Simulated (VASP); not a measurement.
Write the native input for VASP 6.6.1 that does the following.

```yaml
Task: single point
Functional: PBEsol
Potentials_or_basis: VASP PAW PBE potentials, release 64 (Hg, Te)
Cutoff: 520 eV
k_mesh: 12 × 12 × 12
Occupations: fermi-dirac, width 0.15 eV
Spin: no spin polarisation
Dipole_correction: no
Further_INCAR_settings: ALGO = Normal; EDIFF = 1e-06; NBANDS = 16
```

The structure of HgTe lies in POSCAR:

```
HgTe
1.0
    0.0000000000      3.2333791875      3.2333791875
    3.2333791875      0.0000000000      3.2333791875
    3.2333791875      3.2333791875      0.0000000000
Hg Te
1 1
Direct
    0.0000000000      0.0000000000      0.0000000000
    0.7500000000      0.7500000000      0.7500000000
```

The input as run:

INCAR

```
PREC = Accurate
ENCUT = 520
EDIFF = 1E-6
ISMEAR = -1
SIGMA = 0.15
LREAL = False
LASPH = True
NELM = 100
ALGO = Normal
ISIF = 2
LWAVE = False
LCHARG = False
GGA = PS
NBANDS = 16
```

KPOINTS

```
regular mesh
0
Gamma
  12 12 12
```

Potentials or basis: VASP PAW PBE potentials, release 64 (Hg, Te).

Command:

```bash
$ cat potpaw_PBE.64/Hg/POTCAR potpaw_PBE.64/Te/POTCAR > POTCAR
$ mpirun -np 1 vasp_std > vasp.out
```

It gave:

```json
{"Pressure": "1.0 GPa", "Band gap on the k mesh": "zero (filled and empty bands touch)"}
```

Caveat: semilocal functionals underestimate gaps, and a narrow one can read as zero; the PAW data sets were made with another functional, which shifts forces and pressure a little; spin-orbit coupling is left out, which moves the levels of the heavy elements.

Wall time 81 s on 1 thread of Intel(R) Xeon(R) Platinum 8375C CPU @ 2.90GHz (Ice Lake), on a shared host, peak memory 0.25 GiB.
